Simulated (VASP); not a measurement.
# SnTe (F-43m) in VASP: a series of runs

Aim: see how the results for SnTe move with the level of theory and the settings. Levels: PBEsol, r2SCAN. Tasks: single point.

Program: VASP 6.6.1. These are calculated values, not measurements. Logs are shortened: lines on timing, memory, paths and dates and some standing lists are left out, and cuts for length are marked.

## Step 1: The cell of the first run

Symmetry: F-43m, No. 216, cubic system. The conventional cell has a = 6.074 Å, b = 6.074 Å, c = 6.074 Å, α = 90.00°, β = 90.00°, γ = 90.00°. Te (site symmetry -43m) has 4 Sn at 2.63 Å within 3.5 Å. Sn (site symmetry -43m) has 4 Te at 2.63 Å within 3.5 Å.

## Step 2: Single point, PBEsol

The input, INCAR:

```
SYSTEM = SnTe
PREC = Accurate
ENCUT = 520
EDIFF = 1E-6
ISMEAR = -1
SIGMA = 0.05
LREAL = .False.
LASPH = .True.
NELM = 100
ALGO = Normal
ISIF = 2
LWAVE = .False.
LCHARG = .False.
GGA = PS
NBANDS = 17
```

The input, KPOINTS:

```
Automatic mesh
0
Gamma
  7 7 7
  0 0 0
```

The input, POSCAR:

```
SnTe
1.0
    0.0000000000      3.0368500519      3.0368500519
    3.0368500519      0.0000000000      3.0368500519
    3.0368500519      3.0368500519      0.0000000000
Te Sn
1 1
Direct
    0.2500000000      0.2500000000      0.2500000000
    0.0000000000      0.0000000000      0.0000000000
```

Potentials or basis: VASP PAW PBE potentials, release 64 (Te, Sn_d).

Run with:

```sh
> cat potpaw_PBE.64/Te/POTCAR potpaw_PBE.64/Sn_d/POTCAR > POTCAR
> mpirun -np 1 vasp_std > vasp.out
```

OUTCAR:

```text
SYSTEM = SnTe
   PREC = Accurate
   ENCUT = 520
   EDIFF = 1E-6
   ISMEAR = -1
   LREAL = .False.
   LASPH = .True.
   NELM = 100
   ISIF = 2
   GGA = PS

 ion  position               nearest neighbor table
   1  0.250  0.250  0.250-   2 2.63   2 2.63   2 2.63   2 2.63
   2  0.000  0.000  0.000-   1 2.63   1 2.63   1 2.63   1 2.63

  LATTYP: Found a face centered cubic cell.
 ALAT       =     6.0737001038

  Lattice vectors:

 A1 = (   0.0000000000,   3.0368500519,   3.0368500519)
 A2 = (   3.0368500519,   0.0000000000,   3.0368500519)
 A3 = (   3.0368500519,   3.0368500519,   0.0000000000)

Analysis of symmetry for initial positions (statically):
=====================================================================
 Subroutine PRICEL returns:
 Original cell was already a primitive cell.

 Routine SETGRP: Setting up the symmetry group for a
 face centered cubic supercell.

 Subroutine GETGRP returns: Found 24 space group operations
 (whereof 24 operations were pure point group operations)
 out of a pool of 48 trial point group operations.

The static configuration has the point symmetry T_d .

Analysis of symmetry for dynamics (positions and initial velocities):
=====================================================================
 Subroutine PRICEL returns:
 Original cell was already a primitive cell.

 Routine SETGRP: Setting up the symmetry group for a
 face centered cubic supercell.

 Subroutine GETGRP returns: Found 24 space group operations
 (whereof 24 operations were pure point group operations)
 out of a pool of 48 trial point group operations.

The dynamic configuration has the point symmetry T_d .

 Subroutine INISYM returns: Found 24 space group operations
 (whereof 24 operations are pure point group operations),
 and found     1 'primitive' translations

----------------------------------------------------------------------------------------

                                     Primitive cell

  volume of cell :      56.0144

  direct lattice vectors                    reciprocal lattice vectors
     0.000000000  3.036850052  3.036850052    -0.164644283  0.164644283  0.164644283
     3.036850052  0.000000000  3.036850052     0.164644283 -0.164644283  0.164644283
     3.036850052  3.036850052  0.000000000     0.164644283  0.164644283 -0.164644283

  length of vectors
     4.294754530  4.294754530  4.294754530     0.285172264  0.285172264  0.285172264

  position of ions in fractional coordinates (direct lattice)
     0.250000000  0.250000000  0.250000000
     0.000000000  0.000000000  0.000000000

  ion indices of the primitive-cell ions
   primitive index   ion index
                 1           1
                 2           2

----------------------------------------------------------------------------------------

 KPOINTS: Automatic mesh

Automatic generation of k-mesh.
 Grid dimensions read from file:
 generate k-points for:    7    7    7

 Generating k-lattice:

  Cartesian coordinates                     Fractional coordinates (reciprocal lattice)
    -0.023520612  0.023520612  0.023520612     0.142857143  0.000000000  0.000000000
     0.023520612 -0.023520612  0.023520612     0.000000000  0.142857143  0.000000000
     0.023520612  0.023520612 -0.023520612     0.000000000  0.000000000  0.142857143

  Length of vectors
     0.040738895  0.040738895  0.040738895

  Shift w.r.t. Gamma in fractional coordinates (k-lattice)
     0.000000000  0.000000000  0.000000000

 Subroutine IBZKPT returns following result:
 ===========================================

 Found     20 irreducible k-points:

 Following reciprocal coordinates:
            Coordinates               Weight
  0.000000  0.000000  0.000000      1.000000
  0.142857  0.000000  0.000000      8.000000
  0.285714  0.000000  0.000000      8.000000
  0.428571  0.000000  0.000000      8.000000
  0.142857  0.142857  0.000000      6.000000
  0.285714  0.142857  0.000000     24.000000
[... 12 lines left out ...]
 -0.428571  0.428571  0.142857     24.000000
 -0.285714  0.428571  0.142857     24.000000
   k-points           NKPTS =     20   k-points in BZ     NKDIM =     20   number of bands    NBANDS=     17
   number of dos      NEDOS =    301   number of ions     NIONS =      2
   total plane-waves  NPLWV =  32768
   dimension x,y,z NGX =    32 NGY =   32 NGZ =   32
   dimension x,y,z NGXF=    64 NGYF=   64 NGZF=   64
   ions per type =               1   1
   NGX,Y,Z   is equivalent  to a cutoff of  12.39, 12.39, 12.39 a.u.
   NGXF,Y,Z  is equivalent  to a cutoff of  24.77, 24.77, 24.77 a.u.
 SYSTEM =  SnTe
   PREC   = accura    normal or accurate (medium, high low for compatibility)
   ISTART =      0    job   : 0-new  1-cont  2-samecut
   ICHARG =      2    charge: 1-file 2-atom 10-const
   ISPIN  =      1    spin polarized calculation?
   LNONCOLLINEAR =      F non collinear calculations
   LSORBIT =      F    spin-orbit coupling
   LASPH  =      T    aspherical Exc in radial PAW
   ENCUT  =  520.0 eV  38.22 Ry    6.18 a.u.   7.99  7.99  7.99*2*pi/ulx,y,z
   NELM   =    100;   NELMIN=  2; NELMDL= -5     # of ELM steps
   EDIFF  = 0.1E-05   stopping-criterion for ELM
   LREAL  =      F    real-space projection
   EDIFFG = 0.1E-04   stopping-criterion for IOM
   NSW    =      0    number of steps for IOM
   IBRION =     -1    ionic relax: 0-MD 1-quasi-New 2-CG
   NFREE  =      0    steps in history (QN), initial steepest desc. (CG)
   ISIF   =      2    stress and relaxation
   ISYM   =      2    0-nonsym 1-usesym 2-fastsym
   POTIM  = 0.5000    time-step for ionic-motion
   TEBEG  =    0.0;   TEEND  =   0.0 temperature during run
   PSTRESS=    0.0 pullay stress
   NELECT =      20.0000    total number of electrons
   NUPDOWN=      -1.0000    fix difference up-down
   EMIN   =  10.00;   EMAX   =-10.00  energy-range for DOS
   EFERMI =   0.00;   METHOD = LEGACY
   ISMEAR =    -1;   SIGMA  =   0.05  broadening in eV -4-tet -1-fermi 0-gaus
   EFERMI_NEDOS =   21; number of points for ismear=-14 and -15
   IALGO  =     38    algorithm
   IMIX   =      4    mixing-type and parameters
     AMIX     =   0.40;   BMIX     =  1.00
     AMIX_MAG =   1.60;   BMIX_MAG =  1.00
  volume/ion in A,a.u.               =      28.01       189.00
  Fermi-wavevector in a.u.,A,eV,Ry     =   1.161408  2.194743 18.352471  1.348869
  Thomas-Fermi vector in A             =   2.297980
   LORBIT       =      0    0 simple, 1 ext, 2 COOP (PROOUT), +10 PAW based schemes
   GGA     = PS    functional components
   LHFCALC =     F    Hartree Fock is set to
   AEXX    =    0.0000 exact exchange contribution
   IVDW    =     0    specifies the selected vdW correction
   LEPSILON=     F    determine dielectric tensor
   LRPA    =     F    only Hartree local field effects (RPA)
 non-spin polarized calculation
  energy-cutoff  :      520.00
  volume of cell :       56.01
 maximum number of plane-waves:      1516
   NGX = 15   NGY = 15   NGZ = 15

 number of electron      19.9999996 magnetization

 Free energy of the ion-electron system (eV)
  ---------------------------------------------------
  ext. energy  EPLUGINS =         0.00000000
  ---------------------------------------------------
  free energy    TOTEN  =        -5.51656926 eV

  energy without entropy =       -5.49933306  energy(sigma->0) =       -5.50795116

 E-fermi :   8.6764     XC(G=0):  -9.9552

 val. band max:        8.6139205252   @ k =  -0.4286   0.2857   0.1429
 cond. band min:       8.7630715485   @ k =  -0.4286   0.4286   0.1429
 fundamental gap:      0.1491510233
 Fermi energy:         8.6764236058

 k-point     1 :       0.0000    0.0000    0.0000
  band No.  band energies     occupation
      1     -13.7140      2.00000
      2     -13.7140      2.00000
      3     -13.7140      2.00000
      4     -13.6233      2.00000
      5     -13.6233      2.00000
      6      -6.5169      2.00000
[... 9 lines left out ...]
     16      15.2610      0.00000
     17      16.0329      0.00000

 k-point     2 :       0.1429    0.0000    0.0000
  band No.  band energies     occupation
      1     -13.7189      2.00000
      2     -13.7108      2.00000
      3     -13.7108      2.00000
      4     -13.6236      2.00000
      5     -13.6236      2.00000
      6      -6.3136      2.00000
[... 9 lines left out ...]
     16      14.3432      0.00000
     17      15.4910      0.00000

 k-point     3 :       0.2857    0.0000    0.0000
  band No.  band energies     occupation
      1     -13.7298      2.00000
      2     -13.7041      2.00000
      3     -13.7041      2.00000
      4     -13.6236      2.00000
      5     -13.6236      2.00000
      6      -5.7587      2.00000
[... 9 lines left out ...]
     16      14.3320      0.00000
     17      17.0395      0.00000

 k-point     4 :       0.4286    0.0000    0.0000
  band No.  band energies     occupation
      1     -13.7385      2.00000
      2     -13.6991      2.00000
      3     -13.6991      2.00000
      4     -13.6231      2.00000
      5     -13.6231      2.00000
      6      -5.1303      2.00000
[... 9 lines left out ...]
     16      15.6757      0.00000
     17      17.7360      0.00000

 k-point     5 :       0.1429    0.1429    0.0000
  band No.  band energies     occupation
      1     -13.7240      2.00000
      2     -13.7078      2.00000
      3     -13.7078      2.00000
      4     -13.6255      2.00000
      5     -13.6221      2.00000
      6      -6.2446      2.00000
[... 9 lines left out ...]
     16      15.4937      0.00000
     17      16.6301      0.00000

 k-point     6 :       0.2857    0.1429    0.0000
  band No.  band energies     occupation
      1     -13.7338      2.00000
      2     -13.7020      2.00000
      3     -13.7009      2.00000
      4     -13.6270      2.00000
      5     -13.6213      2.00000
      6      -5.7993      2.00000
[... 9 lines left out ...]
     16      15.3670      0.00000
     17      16.7848      0.00000

 k-point     7 :       0.4286    0.1429    0.0000
  band No.  band energies     occupation
      1     -13.7414      2.00000
      2     -13.6975      2.00000
      3     -13.6956      2.00000
      4     -13.6266      2.00000
      5     -13.6214      2.00000
      6      -5.1527      2.00000
[... 9 lines left out ...]
     16      16.3093      0.00000
     17      17.4937      0.00000

 k-point     8 :      -0.4286    0.1429    0.0000
  band No.  band energies     occupation
      1     -13.7429      2.00000
      2     -13.6961      2.00000
      3     -13.6954      2.00000
      4     -13.6245      2.00000
      5     -13.6230      2.00000
      6      -4.8798      2.00000
[... 9 lines left out ...]
     16      15.5602      0.00000
     17      18.0494      0.00000
[... 123 lines left out ...]
      1     -13.7625      2.00000
      2     -13.6821      2.00000
      3     -13.6821      2.00000
      4     -13.6358      2.00000
      5     -13.6170      2.00000
      6      -4.5193      2.00000
[... 9 lines left out ...]
     16      18.0332      0.00000
     17      18.3772      0.00000

 k-point    16 :      -0.4286    0.4286    0.0000
  band No.  band energies     occupation
      1     -13.7615      2.00000
      2     -13.6831      2.00000
      3     -13.6819      2.00000
      4     -13.6347      2.00000
      5     -13.6179      2.00000
      6      -4.3056      2.00000
[... 9 lines left out ...]
     16      17.8815      0.00000
     17      18.8195      0.00000

 k-point    17 :       0.4286    0.2857    0.1429
  band No.  band energies     occupation
      1     -13.7429      2.00000
      2     -13.6966      2.00000
      3     -13.6939      2.00000
      4     -13.6286      2.00000
      5     -13.6207      2.00000
      6      -5.2865      2.00000
[... 9 lines left out ...]
     16      16.5713      0.00000
     17      17.7173      0.00000

 k-point    18 :      -0.4286    0.2857    0.1429
  band No.  band energies     occupation
      1     -13.7478      2.00000
      2     -13.6944      2.00000
      3     -13.6890      2.00000
      4     -13.6280      2.00000
      5     -13.6218      2.00000
      6      -4.7182      2.00000
[... 9 lines left out ...]
     16      16.8578      0.00000
     17      18.0430      0.00000

 k-point    19 :      -0.4286    0.4286    0.1429
  band No.  band energies     occupation
      1     -13.7568      2.00000
      2     -13.6883      2.00000
      3     -13.6827      2.00000
      4     -13.6327      2.00000
      5     -13.6192      2.00000
      6      -4.4560      2.00000
[... 9 lines left out ...]
     16      17.7869      0.00000
     17      18.3514      0.00000

 k-point    20 :      -0.2857    0.4286    0.1429
  band No.  band energies     occupation
      1     -13.7535      2.00000
      2     -13.6916      2.00000
      3     -13.6830      2.00000
      4     -13.6302      2.00000
      5     -13.6214      2.00000
      6      -4.3492      2.00000
[... 9 lines left out ...]
     16      18.1030      0.00000
     17      18.7685      0.00000

------------------------ aborting loop because EDIFF is reached ----------------------------------------

  FORCE on cell =-STRESS in cart. coord.  units (eV):
  Direction    XX          YY          ZZ          XY          YZ          ZX
  --------------------------------------------------------------------------------------
  -------------------------------------------------------------------------------------
  Total       10.5022579     10.5022579     10.5022579      0.0000000      0.0000000      0.0000000
  in kB      300.3953602    300.3953602    300.3953602      0.0000000      0.0000000      0.0000000
  external PRESSURE =     300.3953602 kB  Pullay stress =       0.0000000 kB

 VOLUME and BASIS-vectors are now :
 -----------------------------------------------------------------------------
  energy-cutoff  :      520.00
  volume of cell :       56.01
      direct lattice vectors                 reciprocal lattice vectors
     0.000000000  3.036850052  3.036850052    -0.164644283  0.164644283  0.164644283
     3.036850052  0.000000000  3.036850052     0.164644283 -0.164644283  0.164644283
     3.036850052  3.036850052  0.000000000     0.164644283  0.164644283 -0.164644283

 POSITION                                       TOTAL-FORCE (eV/Angst)
 -----------------------------------------------------------------------------------
      1.51843      1.51843      1.51843        -0.000000     -0.000000      0.000000
      0.00000      0.00000      0.00000         0.000000      0.000000     -0.000000
 -----------------------------------------------------------------------------------
    total drift:                               -0.000000     -0.000000     -0.000000

  FREE ENERGIE OF THE ION-ELECTRON SYSTEM (eV)
  ---------------------------------------------------
  free  energy   TOTEN  =        -5.5165692647 eV

  energy  without entropy=       -5.4993330565  energy(sigma->0) =       -5.50795116
```

Run time: 6.1 s. Hardware: 1 thread of Intel Xeon 6975P-C (Granite Rapids), shared host; peak memory 0.18 GiB.

Results:

* Free energy: -5.5166 eV
* Pressure: 30.0 GPa
* Band gap on the k mesh: zero (band 10 reaches 8.81 eV, above the bottom of band 11 at 7.72 eV)

Levels at points of the mesh, in eV from the Fermi level:
```tsv
k point	band 6	band 7	band 8	band 9	band 10	band 11	band 12	band 13	band 14	band 15
(0.00, 0.00, 0.00)	-15.19	-3.13	-3.13	-3.13	-3.12	0.42	0.42	0.42	3.84	6.58
```

Caveat: the PAW data sets were made with another functional, which shifts forces and pressure a little; spin-orbit coupling is left out, which moves the levels of the heavy elements.

## Step 3: Single point, PBEsol

This run uses another cell than the first one, of 30.76 Å³/atom, 1.098 times its volume.

The input, INCAR:

```
  PREC = Accurate
  ENCUT = 520
  EDIFF = 1E-6
  ISMEAR = -1
  SIGMA = 0.05
  LREAL = False
  LASPH = True
  NELM = 100
  ALGO = Normal
  ISIF = 2
  LWAVE = False
  LCHARG = False
  GGA = PS
  NBANDS = 17
```

The input, KPOINTS:

```
regular mesh
0
Gamma
  7 7 7
```

The input, POSCAR:

```
SnTe
1.0
    0.0000000000      3.1331214863      3.1331214863
    3.1331214863      0.0000000000      3.1331214863
    3.1331214863      3.1331214863      0.0000000000
Te Sn
1 1
Direct
    0.2500000000      0.2500000000      0.2500000000
    0.0000000000      0.0000000000      0.0000000000
```

Potentials or basis: VASP PAW PBE potentials, release 64 (Te, Sn_d).

Run with:

```sh
> cat potpaw_PBE.64/Te/POTCAR potpaw_PBE.64/Sn_d/POTCAR > POTCAR
> mpirun -np 1 vasp_std > vasp.out
```

It took 8.4 s on 1 thread of Intel Xeon 6975P-C (Granite Rapids), shared host; peak memory 0.2 GiB.

Results (log left out):

```yaml
Free_energy: -6.3664 eV
Pressure: 20.0 GPa
Band_gap_on_the_k_mesh: zero (band 10 reaches 7.58 eV, above the bottom of band 11 at 6.70 eV)
```

Levels at points of the mesh, in eV from the Fermi level:
| k point | band 6 | band 7 | band 8 | band 9 | band 10 | band 11 | band 12 | band 13 | band 14 | band 15 |
| --- | --- | --- | --- | --- | --- | --- | --- | --- | --- | --- |
| (0.00, 0.00, 0.00) | -14.37 | -3.60 | -2.92 | -2.92 | -2.92 | 0.56 | 0.56 | 0.56 | 3.87 | 6.54 |

Caveat: the PAW data sets were made with another functional, which shifts forces and pressure a little; spin-orbit coupling is left out, which moves the levels of the heavy elements.

## Step 4: Single point, r2SCAN

This run uses another cell than the first one, of 47.09 Å³/atom, 1.681 times its volume.

The input, POSCAR:

```
SnTe
1.0
    0.0000000000      3.6111460000      3.6111460000
    3.6111460000      0.0000000000      3.6111460000
    3.6111460000      3.6111460000      0.0000000000
Te Sn
1 1
Direct
    0.2500000000      0.2500000000      0.2500000000
    0.0000000000      0.0000000000      0.0000000000
```

The input, INCAR.step1:

```
PREC = Accurate
ENCUT = 520
ISMEAR = -1
SIGMA = 0.05
LREAL = F
LASPH = T
NELM = 80
NBANDS = 17
GGA = PE
ALGO = Normal
EDIFF = 1E-4
LWAVE = T
LCHARG = F
```

The input, INCAR.step2:

```
PREC = Accurate
ENCUT = 520
EDIFF = 1E-7
ISMEAR = -1
SIGMA = 0.05
LREAL = F
LASPH = T
NELM = 80
ALGO = Normal
ISIF = 2
LWAVE = F
LCHARG = F
METAGGA = R2SCAN
LMIXTAU = T
NBANDS = 17
ISTART = 1
```

The input, KPOINTS:

```
regular mesh
0
Gamma
  4 4 4
```

Run with:

```sh
> cat potpaw_PBE.64/Te/POTCAR potpaw_PBE.64/Sn_d/POTCAR > POTCAR
> cp INCAR.step1 INCAR
> mpirun -np 1 vasp_std > vasp.out
> cp INCAR.step2 INCAR
> mpirun -np 1 vasp_std > vasp.out
```

It took 30 s on 1 thread of Intel Xeon 6975P-C (Granite Rapids), shared host; peak memory 0.25 GiB.

It converged, with:

| Item | Value |
| --- | --- |
| Free energy | -50.0763 eV |
| Pressure | -0.8 GPa |
| Band gap on the k mesh | 0.16 eV, indirect (least direct gap 0.90 eV) |

Levels at points of the mesh, in eV from the valence-band top:
| k point | band 8 | band 9 | band 10 | band 11 | band 12 | band 13 |
| --- | --- | --- | --- | --- | --- | --- |
| (0.00, 0.00, 0.00) | -2.16 | -2.16 | -2.16 | 1.06 | 1.06 | 1.06 |
| (0.50, 0.00, 0.00) | -2.70 | -2.70 | -2.12 | 1.90 | 1.90 | 3.59 |
| (0.50, 0.50, 0.00) | -3.38 | -3.38 | -0.74 | 0.16 | 4.09 | 4.09 |

Caveat: the PAW data sets were made with another functional, which shifts forces and pressure a little; spin-orbit coupling is left out, which moves the levels of the heavy elements. A k mesh can miss the band edges.

## Step 5: The runs side by side

| level | cell | k mesh | gap on the mesh (eV) | pressure (GPa) |
| --- | --- | --- | --- | --- |
| PBEsol | a = 4.295 Å, angles 60.0°, 2 atoms | 7 × 7 × 7 | none | 30.0 |
| PBEsol | a = 4.431 Å, angles 60.0°, 2 atoms | 7 × 7 × 7 | none | 20.0 |
| r2SCAN | a = 5.107 Å, angles 60.0°, 2 atoms | 4 × 4 × 4 | 0.16 | -0.8 |

Alike in all rows: task single point; potentials or basis VASP PAW PBE potentials, release 64 (Te, Sn_d); no spin polarisation; cutoff (eV) 520; smearing fermi-dirac 0.05 eV.

Caveats: the PAW data sets were made with another functional, which shifts forces and pressure a little; spin-orbit coupling is left out, which moves the levels of the heavy elements.

Total energies depend on the potentials used, so only differences within one code and one set of settings carry meaning.
